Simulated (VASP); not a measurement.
Set up this calculation in VASP 6.6.1, as the native input.

```
Task                   : single point
Functional             : PBE
Potentials or basis    : VASP PAW PBE potentials, release 64 (Si, O)
Cutoff                 : 520 eV
k mesh                 : 8 × 8 × 8
Occupations            : fermi-dirac, width 0.02 eV
Spin                   : no spin polarisation
Dipole correction      : no
Further INCAR settings : ALGO = Normal; EDIFF = 1e-06; NBANDS = 25
```

The structure of SiO2 lies in POSCAR:

```
SiO2
1.0
   -2.5133695130      2.5133695130      3.6893902840
    2.5133695130     -2.5133695130      3.6893902840
    2.5133695130      2.5133695130     -3.6893902840
Si O
2 4
Direct
    0.0000000000      0.0000000000      0.0000000000
    0.7500000000      0.2500000000      0.5000000000
    0.9670112353      0.6250000000      0.8420112353
    0.3750000000      0.2170112353      0.3420112353
    0.7829887647      0.1250000000      0.1579887647
    0.8750000000      0.0329887647      0.6579887647
```

One way to write it, as run:

INCAR

```
SYSTEM = SiO2
  PREC = Accurate
  ENCUT = 520
  EDIFF = 1E-6
  ISMEAR = -1
  SIGMA = 0.02
  LREAL = .False.
  LASPH = .True.
  NELM = 60
  ALGO = Normal
  ISIF = 2
  LWAVE = .False.
  LCHARG = .False.
  GGA = PE
  NBANDS = 25
```

KPOINTS

```
regular mesh
0
Gamma
  8 8 8
  0 0 0
```

Potentials or basis: VASP PAW PBE potentials, release 64 (Si, O).

The run is started by

```bash
$ cat potpaw_PBE.64/Si/POTCAR potpaw_PBE.64/O/POTCAR > POTCAR
$ mpirun -np 1 vasp_std > vasp.out
```

Results of the run:

The pressure is 0.1 GPa. The largest force is 0.005 eV/Å and the band gap on the k mesh is 5.73 eV, direct.

Wall time 2.4 min on 1 thread of Intel(R) Xeon(R) Platinum 8488C (Sapphire Rapids), with other jobs on the host, peak memory 0.28 GiB.
